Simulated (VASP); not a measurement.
# KF in VASP: a series of runs, part 2 of 2

VASP 6.6.1. Earlier steps stand in the parts before.

### 3 Single point, PBE (27.16 Å³/atom)

This run uses another cell than the first one, of 27.16 Å³/atom.

Contents of INCAR:

```
SYSTEM = KF
  PREC = Accurate
  ENCUT = 520
  EDIFF = 1E-6
  ISMEAR = 0
  SIGMA = 0.02
  LREAL = .FALSE.
  LASPH = .TRUE.
  NELM = 80
  ALGO = Normal
  ISIF = 2
  LWAVE = .FALSE.
  LCHARG = .FALSE.
  GGA = PE
  NBANDS = 15
```

Contents of KPOINTS:

```
Automatic mesh
0
G
  8 8 8
  0 0 0
```

Contents of POSCAR:

```
KF
1.0
    2.1253388095      1.2270649338      3.4711275198
   -2.1253388095      1.2270649338      3.4711275198
    0.0000000000     -2.4541298676      3.4711275198
K F
1 1
Direct
    0.2493696479      0.2493696479      0.2493696479
   -0.0006130279     -0.0006130279     -0.0006130279
```

Potentials or basis: VASP PAW PBE potentials, release 64 (K_sv, F).

On the command line:

```sh
$ cat potpaw_PBE.64/K_sv/POTCAR potpaw_PBE.64/F/POTCAR > POTCAR
$ mpirun -np 1 vasp_std > vasp.out
```

OUTCAR:

```text
SYSTEM = KF
   PREC = Accurate
   ENCUT = 520
   EDIFF = 1E-6
   ISMEAR = 0
   LREAL = .FALSE.
   LASPH = .TRUE.
   NELM = 80
   ISIF = 2
   GGA = PE

 ion  position               nearest neighbor table
   1  0.249  0.249  0.249-   2 2.60   2 2.60   2 2.60   2 2.60
   2  0.999  0.999  0.999-   1 2.60   1 2.60   1 2.60   1 2.60

  LATTYP: Found a trigonal (rhomboedric) cell.
 ALAT       =     4.2510563000
 COS(alpha) =     0.5000890753

  Lattice vectors:

 A1 = (   2.1253388095,   1.2270649338,   3.4711275198)
 A2 = (  -2.1253388095,   1.2270649338,   3.4711275198)
 A3 = (   0.0000000000,  -2.4541298676,   3.4711275198)

Analysis of symmetry for initial positions (statically):
=====================================================================
 Subroutine PRICEL returns:
 Original cell was already a primitive cell.

 Routine SETGRP: Setting up the symmetry group for a
 trigonal (rhombohedral) supercell.

 Subroutine GETGRP returns: Found  6 space group operations
 (whereof  6 operations were pure point group operations)
 out of a pool of 12 trial point group operations.

The static configuration has the point symmetry C_3v.

Analysis of symmetry for dynamics (positions and initial velocities):
[... 167 lines left out ...]
  band No.  band energies     occupation
      1     -30.1809      2.00000
      2     -22.2615      2.00000
      3     -13.6018      2.00000
      4     -13.6018      2.00000
      5     -13.6018      2.00000
      6      -3.9339      2.00000
      7      -3.9338      2.00000
      8      -3.9338      2.00000
      9       1.1926      0.00000
     10       7.7035      0.00000
     11       7.7035      0.00000
     12       7.7746      0.00000
     13       7.7752      0.00000
     14       7.7752      0.00000
[... 401 lines left out ...]
      2     -22.3020      2.00000
      3     -13.6836      2.00000
      4     -13.6239      2.00000
      5     -13.6159      2.00000
      6      -4.0183      2.00000
      7      -3.8853      2.00000
      8      -3.8828      2.00000
      9       2.7608      0.00000
     10       6.2858      0.00000
     11       6.8542      0.00000
     12       7.1547      0.00000
     13       8.4843      0.00000
     14       8.7200      0.00000
     15      10.1642      0.00000

 [... further k-points ...]
[... 5 lines left out ...]
  --------------------------------------------------------------------------------------
  -------------------------------------------------------------------------------------
  Total       -0.1972061     -0.1972061     -0.1979209      0.0000000      0.0000000      0.0000000
  in kB       -5.8171913     -5.8171913     -5.8382784      0.0000000      0.0000000      0.0000000
  external PRESSURE =      -5.8242204 kB  Pullay stress =       0.0000000 kB

 VOLUME and BASIS-vectors are now :
 -----------------------------------------------------------------------------
  energy-cutoff  :      520.00
  volume of cell :       54.31
      direct lattice vectors                 reciprocal lattice vectors
     2.125338810  1.227064934  3.471127520     0.235256608  0.135825466  0.096030276
    -2.125338810  1.227064934  3.471127520    -0.235256608  0.135825466  0.096030276
     0.000000000 -2.454129868  3.471127520     0.000000000 -0.271650932  0.096030276

 POSITION                                       TOTAL-FORCE (eV/Angst)
 -----------------------------------------------------------------------------------
      0.00000      0.00000      2.59678         0.000000      0.000000     -0.000379
      0.00000      0.00000     10.40700         0.000000      0.000000      0.000379
 -----------------------------------------------------------------------------------
    total drift:                                0.000000     -0.000000      0.000874

  FREE ENERGIE OF THE ION-ELECTRON SYSTEM (eV)
  ---------------------------------------------------
  free  energy   TOTEN  =        -8.1278935079 eV

  energy  without entropy=       -8.1278935079  energy(sigma->0) =       -8.12789351
```

OSZICAR:

```text
N       E                     dE             d eps       ncg     rms          rms(c)
DAV:   1     0.963741783629E+02    0.96374E+02   -0.71168E+03  1950   0.938E+02
DAV:   2    -0.435331151283E+01   -0.10073E+03   -0.92665E+02  2524   0.264E+02
DAV:   3    -0.964772504223E+01   -0.52944E+01   -0.52706E+01  3380   0.495E+01
DAV:   4    -0.973489085449E+01   -0.87166E-01   -0.87146E-01  2189   0.458E+00
DAV:   5    -0.973607887942E+01   -0.11880E-02   -0.11880E-02  2827   0.404E-01    0.674E+00
DAV:   6    -0.817856420941E+01    0.15575E+01   -0.47627E+00  2153   0.153E+01    0.358E+00
DAV:   7    -0.812685363024E+01    0.51711E-01   -0.12599E-01  2243   0.247E+00    0.212E+00
DAV:   8    -0.812170402216E+01    0.51496E-02   -0.83580E-02  2167   0.265E+00    0.315E-01
DAV:   9    -0.812580965999E+01   -0.41056E-02   -0.86618E-03  2331   0.564E-01    0.149E-01
DAV:  10    -0.812793500315E+01   -0.21253E-02   -0.21551E-03  1999   0.388E-01    0.553E-02
DAV:  11    -0.812789353320E+01    0.41470E-04   -0.34521E-04  2650   0.135E-01    0.215E-02
DAV:  12    -0.812789177150E+01    0.17617E-05   -0.34184E-05  2090   0.446E-02    0.312E-03
DAV:  13    -0.812789361902E+01   -0.18475E-05   -0.25181E-06  1998   0.158E-02    0.320E-03
DAV:  14    -0.812789350787E+01    0.11115E-06   -0.25700E-07  2172   0.418E-03
   1 F= -.81278935E+01 E0= -.81278935E+01  d E =-.147789E-21
```

stdout:

```text
POSCAR found type information on POSCAR K F
 POSCAR found :  2 types and       2 ions
 scaLAPACK will be used
 LDA part: xc-table for (Slater+PW92), standard interpolation
 POSCAR, INCAR and KPOINTS ok, starting setup
 FFT: planning ... GRIDC
 FFT: planning ... GRID_SOFT
 FFT: planning ... GRID
 WAVECAR not read
 entering main loop
```

Wall time 21 s (1 thread of AMD EPYC 9R45 (Zen 5), shared host); peak memory 0.17 GiB.

What came out:

| Item | Value |
| --- | --- |
| Free energy | -8.1279 eV |
| Pressure | -0.6 GPa |
| Band gap on the k mesh | 4.97 eV (least direct gap 5.13 eV) |

Levels at points of the mesh, in eV from the valence-band top:
| k point | band 5 | band 6 | band 7 | band 8 | band 9 | band 10 | band 11 | band 12 |
| --- | --- | --- | --- | --- | --- | --- | --- | --- |
| (0.00, 0.00, 0.00) | -9.83 | -0.16 | -0.16 | -0.16 | 4.97 | 11.48 | 11.48 | 11.55 |
| (0.50, 0.00, 0.00) | -9.86 | -0.25 | -0.09 | -0.09 | 7.76 | 8.84 | 10.63 | 10.63 |
| (0.50, 0.50, 0.00) | -9.85 | -0.39 | 0.00 | 0.00 | 8.06 | 8.20 | 11.77 | 12.56 |
| (0.50, 0.50, 0.50) | -9.86 | -0.25 | -0.09 | -0.09 | 7.75 | 8.84 | 10.63 | 10.63 |

A k mesh can miss the band edges.

### 4 Single point, PBE (27.95 Å³/atom)

This run uses another cell than the first one, of 27.95 Å³/atom.

Contents of INCAR:

```
SYSTEM = KF
ALGO = Normal ; EDIFF = 1E-6
ENCUT = 520 ; GGA = PE
ISIF = 2 ; ISMEAR = 0
LASPH = .TRUE. ; LCHARG = .FALSE.
LREAL = .FALSE. ; LWAVE = .FALSE.
NBANDS = 15 ; NELM = 60
PREC = Accurate ; SIGMA = 0.02
```

Contents of KPOINTS:

```
k-points
0
G
  8 8 8
  0 0 0
```

Contents of POSCAR:

```
KF
1.0
    2.1457760133      1.2388643589      3.5045057935
   -2.1457760133      1.2388643589      3.5045057935
    0.0000000000     -2.4777287178      3.5045057935
K F
1 1
Direct
    0.2493696479      0.2493696479      0.2493696479
   -0.0006130279     -0.0006130279     -0.0006130279
```

On the command line:

```sh
$ cat potpaw_PBE.64/K_sv/POTCAR potpaw_PBE.64/F/POTCAR > POTCAR
$ mpirun -np 1 vasp_std > vasp.out
```

Wall time 21 s (1 thread of AMD EPYC 9R45 (Zen 5), shared host); peak memory 0.17 GiB.

The run converged. Its results:

```
Free energy            : -8.1211 eV
Pressure               : -1.1 GPa
Band gap on the k mesh : 4.89 eV (least direct gap 5.03 eV)
```

Levels at points of the mesh, in eV from the valence-band top:
```
           k point  band 5  band 6  band 7  band 8  band 9  band 10  band 11  band 12
(0.00, 0.00, 0.00)   -9.92   -0.14   -0.14   -0.14    4.89    11.36    11.36    11.41
(0.50, 0.00, 0.00)   -9.96   -0.24   -0.08   -0.08    7.65     8.69    10.52    10.52
(0.50, 0.50, 0.00)   -9.95   -0.36    0.00    0.00    7.98     8.12    11.57    12.41
(0.50, 0.50, 0.50)   -9.96   -0.24   -0.08   -0.08    7.65     8.69    10.52    10.52
```

A k mesh can miss the band edges.

### 5 Single point, PBE (29.00 Å³/atom)

This run uses another cell than the first one, of 29.00 Å³/atom.

Contents of INCAR:

```
PREC = Accurate
ENCUT = 520
EDIFF = 1E-6
ISMEAR = 0
SIGMA = 0.02
LREAL = F
LASPH = T
NELM = 60
ALGO = Normal
ISIF = 2
LWAVE = F
LCHARG = F
GGA = PE
NBANDS = 15
```

Contents of KPOINTS:

```
regular mesh
0
Gamma
  8 8 8
```

Contents of POSCAR:

```
KF
1.0
    2.1724343418      1.2542555520      3.5480444789
   -2.1724343418      1.2542555520      3.5480444789
    0.0000000000     -2.5085111041      3.5480444789
K F
1 1
Direct
    0.2493696479      0.2493696479      0.2493696479
   -0.0006130279     -0.0006130279     -0.0006130279
```

On the command line:

```sh
$ cat potpaw_PBE.64/K_sv/POTCAR potpaw_PBE.64/F/POTCAR > POTCAR
$ mpirun -np 1 vasp_std > vasp.out
```

It took 21 s on 1 thread of AMD EPYC 9R45 (Zen 5), shared host; peak memory 0.18 GiB.

It converged, with:

```
Free energy            : -8.1052 eV
Pressure               : -1.6 GPa
Band gap on the k mesh : 4.79 eV (least direct gap 4.92 eV)
```

Levels at points of the mesh, in eV from the valence-band top:
```csv
k point,band 5,band 6,band 7,band 8,band 9,band 10,band 11,band 12
"(0.00, 0.00, 0.00)",-10.05,-0.12,-0.12,-0.12,4.79,11.21,11.21,11.23
"(0.50, 0.00, 0.00)",-10.08,-0.23,-0.06,-0.06,7.52,8.51,10.38,10.38
"(0.50, 0.50, 0.00)",-10.07,-0.34,0.00,0.00,7.87,8.02,11.30,12.23
"(0.50, 0.50, 0.50)",-10.08,-0.23,-0.06,-0.06,7.52,8.51,10.38,10.38
```

### 6 Relaxation of shape and atoms at fixed volume, PBE (23.20 Å³/atom)

This run uses another cell than the first one, of 23.20 Å³/atom.

Contents of INCAR:

```
SYSTEM = KF
  PREC = Accurate
  ENCUT = 600
  EDIFF = 1E-7
  ISMEAR = 0
  SIGMA = 0.02
  LREAL = .FALSE.
  LASPH = .TRUE.
  NELM = 80
  ALGO = Normal
  ISIF = 4
  LWAVE = .FALSE.
  LCHARG = .FALSE.
  GGA = PE
  IBRION = 2
  NSW = 50
  EDIFFG = -0.01
```

Contents of KPOINTS:

```
Automatic mesh
0
G
  8 8 8
  0 0 0
```

Contents of POSCAR:

```
KF
1.0
    2.0167093966      1.1643477130      3.2937127268
   -2.0167093966      1.1643477130      3.2937127268
    0.0000000000     -2.3286954260      3.2937127268
K F
1 1
Direct
    0.2493696479      0.2493696479      0.2493696479
   -0.0006130279     -0.0006130279     -0.0006130279
```

Potentials or basis: VASP PAW PBE potentials, release 64 (K_sv, F).

On the command line:

```sh
$ cat potpaw_PBE.64/K_sv/POTCAR potpaw_PBE.64/F/POTCAR > POTCAR
$ mpirun -np 1 vasp_std > vasp.out
```

Run time: 17 s. Hardware: 1 thread of AMD EPYC 9R45 (Zen 5), shared host; peak memory 0.17 GiB.

Results (log left out):

* Free energy: -8.0626 eV
* Pressure after relaxing: 3.5 GPa
* Band gap on the k mesh: 5.40 eV (least direct gap 5.68 eV)

Final structure:
```cif
data_structure
_symmetry_space_group_name_H-M 'P 1'
_symmetry_Int_Tables_number 1
_cell_length_a 4.0338
_cell_length_b 4.0338
_cell_length_c 4.0338
_cell_angle_alpha 59.994
_cell_angle_beta 59.994
_cell_angle_gamma 59.994
_cell_volume 46.40
loop_
_atom_site_label
_atom_site_type_symbol
_atom_site_fract_x
_atom_site_fract_y
_atom_site_fract_z
_atom_site_occupancy
K1 K 0.24937 0.24937 0.24937 1
F1 F 0.99939 0.99939 0.99939 1
```

Levels at points of the mesh, in eV from the valence-band top:
| k point | band 6 | band 7 | band 8 | band 9 | band 10 | band 11 |
| --- | --- | --- | --- | --- | --- | --- |
| (0.00, 0.00, 0.00) | -0.29 | -0.29 | -0.29 | 5.40 | 12.09 | 12.11 |
| (0.50, 0.00, 0.00) | -0.30 | -0.17 | -0.17 | 8.30 | 9.67 | 11.21 |
| (0.50, 0.50, 0.00) | -0.55 | 0.00 | 0.00 | 8.49 | 8.59 | 13.00 |
| (0.50, 0.50, 0.50) | -0.30 | -0.17 | -0.17 | 8.30 | 9.67 | 11.21 |

A k mesh can miss the band edges.

### 7 The runs side by side

```tsv
task	cell	cutoff (eV)	gap on the mesh (eV)	pressure (GPa)
single point	a = 4.209 Å, angles 60.0°, 2 atoms	520	5.05	0.0
single point	a = 4.251 Å, angles 60.0°, 2 atoms	520	4.97	-0.6
single point	a = 4.292 Å, angles 60.0°, 2 atoms	520	4.89	-1.1
single point	a = 4.345 Å, angles 60.0°, 2 atoms	520	4.79	-1.6
relaxation of shape and atoms at fixed volume	relaxed from a = 4.034 Å, angles 60.0°, 2 atoms	600	5.40	3.5
```

Alike in all rows: level PBE; potentials or basis VASP PAW PBE potentials, release 64 (K_sv, F); no spin polarisation; k mesh 8 × 8 × 8; smearing gaussian 0.02 eV.

Absolute energies hang on the potentials; compare differences alone.
